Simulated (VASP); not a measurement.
**ScAl3: single point with PBE**

Crystal: ScAl3.

```xyz
4
Lattice="4.1053 0.0000 0.0000 0.0000 4.1053 0.0000 0.0000 0.0000 3.9411" Properties=species:S:1:pos:R:3 pbc="T T T"
Sc    0.0000    0.0000    0.0000
Al    2.0527    0.0000    1.9706
Al    0.0000    2.0527    1.9706
Al    2.0527    2.0527    0.0000
```

This cell differs from its parent crystal: strain +0.000 along x and y, -0.040 along z.

```json
{"Program": "VASP 6.6.1", "Task": "single point", "Functional": "PBE", "Potentials or basis": "VASP PAW PBE potentials, release 64 (Sc_sv, Al)", "Cutoff": "520 eV", "k mesh": "12 × 12 × 12", "Occupations": "gaussian, width 0.15 eV", "Spin": "no spin polarisation"}
```

```
Pressure               : 4.0 GPa
Band gap on the k mesh : zero (band 10 reaches 8.45 eV, above the bottom of band 11 at 4.67 eV)
```

Stress tensor (GPa, compression positive):
```
1.98 0.00 0.00
0.00 1.98 0.00
0.00 0.00 8.04
```

Levels at points of the mesh, in eV from the Fermi level:
| k point | band 7 | band 8 | band 9 | band 10 | band 11 | band 12 | band 13 | band 14 |
| --- | --- | --- | --- | --- | --- | --- | --- | --- |
| (0.00, 0.00, 0.00) | -2.47 | -2.03 | -2.03 | -1.44 | 1.21 | 1.25 | 1.37 | 1.37 |
| (0.50, 0.00, 0.00) | -1.94 | -1.50 | -1.48 | 0.83 | 0.85 | 1.38 | 1.65 | 1.69 |
| (0.50, 0.50, 0.00) | -5.82 | -4.44 | -0.36 | -0.36 | 1.48 | 1.72 | 2.02 | 2.42 |
| (0.00, 0.00, 0.50) | -1.87 | -1.87 | -1.63 | 0.86 | 0.90 | 0.90 | 1.32 | 1.64 |
| (0.50, 0.00, 0.50) | -5.57 | -4.44 | -0.71 | -0.59 | 1.08 | 1.23 | 2.13 | 2.74 |
| (0.50, 0.50, 0.50) | -4.83 | -4.58 | -3.05 | -3.05 | -2.87 | 1.00 | 2.56 | 2.84 |

Wall time 2.4 min on 1 thread of Intel(R) Xeon(R) Platinum 8488C (Sapphire Rapids), on a shared host, peak memory 0.34 GiB.

Caveat: the cell differs from its parent crystal (strain +0.000 along x and y, -0.040 along z).
